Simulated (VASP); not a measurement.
Here is a VASP 6.6.1 calculation.

INCAR

```
PREC = Accurate
ENCUT = 520
EDIFF = 1E-6
ISMEAR = 0
SIGMA = 0.15
LREAL = False
LASPH = True
NELM = 150
ALGO = Normal
ISIF = 2
LWAVE = False
LCHARG = False
ISPIN = 2
MAGMOM = 0.75 0.75 0.75 0.75 0.75 0.75 0.75 0.75
LORBIT = 11
LMAXMIX = 4
GGA = PE
NBANDS = 54
```

The input KPOINTS:

```
regular mesh
0
Gamma
  8 8 8
```

File POSCAR:

```
Ni
1.0
   -3.5185213065     -3.5185213065      0.0000000000
    0.0000000000     -3.5185213065      3.5185213065
   -3.5185213065      0.0000000000      3.5185213065
Ni
8
Direct
    0.5000000000      0.0000000000      0.0000000000
    0.0000000000      0.0000000000      0.0000000000
    0.5000000000      0.5000000000      0.0000000000
    0.0000000000      0.5000000000      0.0000000000
    0.5000000000      0.0000000000      0.5000000000
    0.0000000000      0.0000000000      0.5000000000
    0.5000000000      0.5000000000      0.5000000000
    0.0000000000      0.5000000000      0.5000000000
```

Potentials or basis: VASP PAW PBE potentials, release 64 (Ni).

Run with:

```sh
$ cat potpaw_PBE.64/Ni/POTCAR > POTCAR
$ mpirun -np 1 vasp_std > vasp.out
```

Question: Estimate the site moments.

Answer: Ni +0.61 μB.

Question: Estimate the net moment.

Answer: 4.78 μB per cell.
